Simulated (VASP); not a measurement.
Runs of VASP 6.6.1 on ZnCu2SnS4. The structure is that of space group I-42m (No. 121), or close to it. The cells are those of the table. 

```csv
cell,k mesh,gap on the mesh (eV),pressure (GPa),largest force (eV/Å)
"a = 6.631 Å, angles 131.5, 131.5, 71.1°, 8 atoms",6 × 6 × 6,none,-2.1,0.14
"a = 6.698 Å, angles 130.5, 130.5, 72.7°, 8 atoms",6 × 6 × 6,none,(a),0.14
"a = 6.587 Å, angles 132.1, 132.1, 70.0°, 8 atoms",6 × 6 × 6,-,1.0,0.20
"a = 6.609 Å, angles 131.8, 131.8, 70.5°, 8 atoms",7 × 7 × 7,-,-0.7,0.17
"a = 6.522 Å, angles 133.2, 133.2, 68.4°, 8 atoms",6 × 6 × 6,(b),6.9,0.34
"a = 6.609 Å, angles 131.8, 131.8, 70.5°, 8 atoms",6 × 6 × 6,-,-0.7,0.17
"a = 6.653 Å, angles 131.1, 131.1, 71.6°, 8 atoms",6 × 6 × 6,none,-3.5,0.13
```

Alike in all rows: task single point; level PBEsol; potentials or basis VASP PAW PBE potentials, release 64 (Sn_d, Zn, Cu, S); no spin polarisation; cutoff (eV) 520; smearing fermi-dirac 0.05 eV.

Q: Estimate the missing entries.

A: (a) -5.7; (b) 0.33.

Caveats: the PAW data sets were made with another functional, which shifts forces and pressure a little; spin-orbit coupling is left out, which moves the levels of the heavy elements; the cell stands under tension (at least some runs); the cell stands under pressure (at least some runs).

A k mesh can miss the band edges, and the runs leave out spin-orbit coupling on Sn.

A gap of «none» marks levels without a gap at the run's occupations.
